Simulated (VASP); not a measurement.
# Cd2H (Fd-3m) in VASP: relaxation of cell and atoms with PBE

Aim: the relaxation of cell and atoms of Cd2H with PBE.

All numbers are computed with VASP 6.6.1; they aren't measurements. Logs are shortened: lines on timing, memory, paths and dates and some standing lists are left out, and cuts for length are marked.

## 1. The cell of the first run

It takes space group Fd-3m (No. 227, cubic). Conventional cell: a = 7.571 Å, b = 7.571 Å, c = 7.571 Å, α = 90.00°, β = 90.00°, γ = 90.00°. Within 3.5 Å of Cd (site symmetry -3m) lie 6 Cd at 2.68 Å and 6 H at 3.14 Å. H (site symmetry -43m) has 12 Cd at 3.14 Å and 4 H at 3.28 Å within 4.1 Å.

## 2. Relaxation of cell and atoms, PBE

INCAR reads:

```
SYSTEM = Cd2H
PREC     = Accurate       ! precision mode
ENCUT    = 630            ! plane-wave cutoff, eV
EDIFF    = 1E-7           ! SCF threshold, eV
ISMEAR   = 0              ! smearing method
SIGMA    = 0.1            ! smearing width, eV
LREAL    = .FALSE.        ! projectors in reciprocal space
LASPH    = .TRUE.         ! aspherical terms in the spheres
NELM     = 120            ! most SCF steps
ALGO     = Normal         ! electronic algorithm
ISIF     = 3              ! what is computed and relaxed
LWAVE    = .FALSE.        ! write WAVECAR
LCHARG   = .FALSE.        ! write CHGCAR
GGA      = PE             ! functional
IBRION   = 2              ! ionic algorithm
NSW      = 90             ! ionic steps
EDIFFG   = -0.04          ! ionic threshold
GGA_COMPAT= .FALSE.      
NELMIN   = 4
```

KPOINTS reads:

```
Automatic mesh
0
G
  4 4 4
  0 0 0
```

POSCAR reads:

```
Cd2H
1.0
    0.0000000000      3.7857268619      3.7857268619
    3.7857268619      0.0000000000      3.7857268619
    3.7857268619      3.7857268619      0.0000000000
Cd H
4 2
Direct
    0.6250000000      0.6250000000      0.6250000000
    0.1250000000      0.6250000000      0.6250000000
    0.6250000000      0.6250000000      0.1250000000
    0.6250000000      0.1250000000      0.6250000000
    0.0000000000      0.0000000000      0.0000000000
    0.2500000000      0.2500000000      0.2500000000
```

Potentials or basis: VASP PAW PBE potentials, release 64 (Cd_sv_GW, H).

The run is started by

```console
$ cat potpaw_PBE.64/Cd_sv_GW/POTCAR potpaw_PBE.64/H/POTCAR > POTCAR
$ mpirun -np 1 vasp_std > vasp.out
```

OUTCAR:

```text
SYSTEM = Cd2H
   PREC = Accurate
   ENCUT = 630
   EDIFF = 1E-7
   ISMEAR = 0
   LREAL = .FALSE.
   LASPH = .TRUE.
   NELM = 120
   ISIF = 3
   GGA = PE
   IBRION = 2
   NSW = 90
   EDIFFG = -0.04
   NELMIN = 4

 ion  position               nearest neighbor table
   1  0.625  0.625  0.625-
   2  0.125  0.625  0.625-
   3  0.625  0.625  0.125-
   4  0.625  0.125  0.625-
   5  0.000  0.000  0.000-
   6  0.250  0.250  0.250-

  LATTYP: Found a face centered cubic cell.
 ALAT       =     7.5714537238

  Lattice vectors:

 A1 = (   0.0000000000,   3.7857268619,   3.7857268619)
 A2 = (   3.7857268619,   0.0000000000,   3.7857268619)
 A3 = (   3.7857268619,   3.7857268619,   0.0000000000)

Analysis of symmetry for initial positions (statically):
=====================================================================
 Subroutine PRICEL returns:
 Original cell was already a primitive cell.

 Routine SETGRP: Setting up the symmetry group for a
 face centered cubic supercell.

 Subroutine GETGRP returns: Found 48 space group operations
 (whereof 24 operations were pure point group operations)
 out of a pool of 48 trial point group operations.

The static configuration has the point symmetry T_d .
 The point group associated with its full space group is O_h .

Analysis of symmetry for dynamics (positions and initial velocities):
=====================================================================
 Subroutine PRICEL returns:
 Original cell was already a primitive cell.

 Routine SETGRP: Setting up the symmetry group for a
 face centered cubic supercell.

 Subroutine GETGRP returns: Found 48 space group operations
 (whereof 24 operations were pure point group operations)
 out of a pool of 48 trial point group operations.

The dynamic configuration has the point symmetry T_d .
 The point group associated with its full space group is O_h .

 Subroutine INISYM returns: Found 48 space group operations
 (whereof 24 operations are pure point group operations),
 and found     1 'primitive' translations

[... 568 lines left out ...]
  external PRESSURE =     115.3874884 kB  Pullay stress =       0.0000000 kB

 VOLUME and BASIS-vectors are now :
 -----------------------------------------------------------------------------
  energy-cutoff  :      630.00
  volume of cell :      108.51
      direct lattice vectors                 reciprocal lattice vectors
     0.000000000  3.785726862  3.785726862    -0.132075033  0.132075033  0.132075033
     3.785726862  0.000000000  3.785726862     0.132075033 -0.132075033  0.132075033
     3.785726862  3.785726862  0.000000000     0.132075033  0.132075033 -0.132075033

 POSITION                                       TOTAL-FORCE (eV/Angst)
 -----------------------------------------------------------------------------------
      4.73216      4.73216      4.73216        -0.000000      0.000000     -0.000000
      4.73216      2.83930      2.83930        -0.000000      0.000000     -0.000000
      2.83930      2.83930      4.73216        -0.000000      0.000000     -0.000000
      2.83930      4.73216      2.83930        -0.000000      0.000000     -0.000000
      0.00000      0.00000      0.00000         0.000000      0.000000      0.000000
      1.89286      1.89286      1.89286         0.000000     -0.000000     -0.000000
 -----------------------------------------------------------------------------------
    total drift:                                0.000000      0.000000      0.000000

  FREE ENERGIE OF THE ION-ELECTRON SYSTEM (eV)
  ---------------------------------------------------
  free  energy   TOTEN  =        -4.3694851630 eV

  energy  without entropy=       -4.3513917867  energy(sigma->0) =       -4.36043847

--------------------------------------- Ionic step        2  -------------------------------------------

 number of electron      82.0000014 magnetization

 Free energy of the ion-electron system (eV)
  ---------------------------------------------------
  ext. energy  EPLUGINS =         0.00000000
  ---------------------------------------------------
  free energy    TOTEN  =        -5.03903107 eV

  energy without entropy =       -5.02406551  energy(sigma->0) =       -5.03154829

 E-fermi :   2.9815     XC(G=0):  -9.3703

 val. band max:        2.9034629608   @ k =   0.5000   0.0000   0.0000
 cond. band min:       3.0521398659   @ k =   0.2500   0.0000   0.0000
 fundamental gap:      0.1486769051
 Fermi energy:         2.9814798253

 k-point     1 :       0.0000    0.0000    0.0000
  band No.  band energies     occupation
      1    -100.2355      2.00000
      2    -100.2270      2.00000
      3    -100.2270      2.00000
      4    -100.2270      2.00000
      5     -61.3833      2.00000
      6     -61.3112      2.00000
[... 405 lines left out ...]
     48       9.4223      0.00000
     49      10.0024      0.00000

------------------------ aborting loop because EDIFF is reached ----------------------------------------

  FORCE on cell =-STRESS in cart. coord.  units (eV):
  Direction    XX          YY          ZZ          XY          YZ          ZX
  --------------------------------------------------------------------------------------
  -------------------------------------------------------------------------------------
  Total       -0.0066304     -0.0066304     -0.0066304     -0.0000000      0.0000000     -0.0000000
  in kB       -0.0815402     -0.0815402     -0.0815402     -0.0000000      0.0000000     -0.0000000
  external PRESSURE =      -0.0815402 kB  Pullay stress =       0.0000000 kB

 VOLUME and BASIS-vectors are now :
 -----------------------------------------------------------------------------
  energy-cutoff  :      630.00
  volume of cell :      130.28
      direct lattice vectors                 reciprocal lattice vectors
     0.000000000  4.023605357  4.023605357    -0.124266660  0.124266660  0.124266660
     4.023605357  0.000000000  4.023605357     0.124266660 -0.124266660  0.124266660
     4.023605357  4.023605357  0.000000000     0.124266660  0.124266660 -0.124266660

 POSITION                                       TOTAL-FORCE (eV/Angst)
 -----------------------------------------------------------------------------------
      5.02951      5.02951      5.02951        -0.000000      0.000000      0.000000
      5.02951      3.01770      3.01770         0.000000      0.000000      0.000000
      3.01770      3.01770      5.02951         0.000000     -0.000000     -0.000000
      3.01770      5.02951      3.01770         0.000000     -0.000000      0.000000
      0.00000      4.02361      4.02361         0.000000      0.000000      0.000000
      2.01180      2.01180      2.01180        -0.000000     -0.000000     -0.000000
 -----------------------------------------------------------------------------------
    total drift:                                0.000000      0.000000      0.000000

  FREE ENERGIE OF THE ION-ELECTRON SYSTEM (eV)
  ---------------------------------------------------
  free  energy   TOTEN  =        -5.0390310692 eV

  energy  without entropy=       -5.0240655139  energy(sigma->0) =       -5.03154829

 reached required accuracy - stopping structural energy minimisation
```

Wall time 2.2 min (1 thread of Intel Xeon Platinum 8488C (Sapphire Rapids), shared host); peak memory 0.34 GiB.

What came out:

- Free energy: -5.0390 eV
- Relaxed volume: 21.71 Å³/atom
- Relaxed cell: a = 5.690 Å, b = 5.690 Å, c = 5.690 Å, α = 60.00°, β = 60.00°, γ = 60.00°
- Space group after relaxing (to 0.1 Å): Fd-3m (No. 227)
- Energy gained by relaxing: 111.6 meV/atom
- Ionic steps: 2
- Pressure after relaxing: 0.0 GPa
- Band gap on the k mesh: zero (bands 41 and 42 overlap by 1.99 eV)

The path:
```csv
step,energy change (eV),largest force (eV/Å),pressure (GPa),volume (Å³)
1,0.0000,0.0000,11.54,108.51
2,-0.6695,0.0000,-0.01,130.28
```

Final structure:
```cif
data_structure
_symmetry_space_group_name_H-M 'P 1'
_symmetry_Int_Tables_number 1
_cell_length_a 5.6902
_cell_length_b 5.6902
_cell_length_c 5.6902
_cell_angle_alpha 60.000
_cell_angle_beta 60.000
_cell_angle_gamma 60.000
_cell_volume 130.28
loop_
_atom_site_label
_atom_site_type_symbol
_atom_site_fract_x
_atom_site_fract_y
_atom_site_fract_z
_atom_site_occupancy
Cd1 Cd 0.62500 0.62500 0.62500 1
Cd2 Cd 0.12500 0.62500 0.62500 1
Cd3 Cd 0.62500 0.62500 0.12500 1
Cd4 Cd 0.62500 0.12500 0.62500 1
H1 H 0.00000 0.00000 0.00000 1
H2 H 0.25000 0.25000 0.25000 1
```

Levels at points of the mesh, in eV from the Fermi level:
| k point | band 39 | band 40 | band 41 | band 42 | band 43 | band 44 |
| --- | --- | --- | --- | --- | --- | --- |
| (0.00, 0.00, 0.00) | -0.75 | -0.42 | 0.49 | 0.49 | 0.49 | 1.31 |
| (0.50, 0.00, 0.00) | -1.94 | -0.92 | -0.08 | -0.08 | 1.13 | 1.13 |
| (0.50, 0.50, 0.00) | -2.10 | -2.10 | -1.51 | -1.51 | 2.57 | 2.57 |

Caveat: the volume moved by over 15 % at a fixed basis, so the end points are rough.

The gap in the log of VASP goes by the Fermi energy; the results here count the filled bands.